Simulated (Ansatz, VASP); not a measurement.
One calculation of CuO2, two programs

```
CELL_PARAMETERS angstrom
1.39849 -5.15864 0.00000
1.39849 5.15864 0.00000
0.00000 0.00000 4.34342
ATOMIC_POSITIONS crystal
Cu 0.16725 0.83275 0.75000
Cu 0.83275 0.16725 0.25000
O 0.78897 0.21103 0.75000
O 0.21103 0.78897 0.25000
O 0.55149 0.44851 0.75000
O 0.44851 0.55149 0.25000
```

Alike in both runs: functional PBEsol; k mesh 8 × 8 × 5; occupations fermi-dirac, width 0.05 eV; no spin polarisation.

|  | VASP | Ansatz |
| --- | --- | --- |
| version | VASP 6.6.1 | Ansatz 0.2.0 |
| potentials or method | VASP PAW PBE potentials, release 64 (Cu_sv_GW, O) | Ansatz PAW |
| plane-wave cutoff (eV) | 700 | 420 |
| valence electrons in the cell | 62 | 62 |
| task | single point | band structure |

Ansatz gave:

| Item | Value |
| --- | --- |
| gap on the k mesh at the Fermi level (eV) | none |
| pressure (GPa) | -5.2 |
| traceless stress, the component that is largest in VASP (GPa) | -0.96 |
| rms of the force components (eV/Å) | 0.117 |

Task: What did VASP give for the same quantities?

Result: gap on the k mesh at the Fermi level (eV): none; pressure (GPa): -7.1; traceless stress, the component that is largest in VASP (GPa): -0.61; rms of the force components (eV/Å): 0.104.

VASP's potentials were made for PBE, not for PBEsol. Atom by atom the forces differ by 0.018 eV/Å (rms over components). A gap of «none» marks a metal or a gap that the smearing closes.
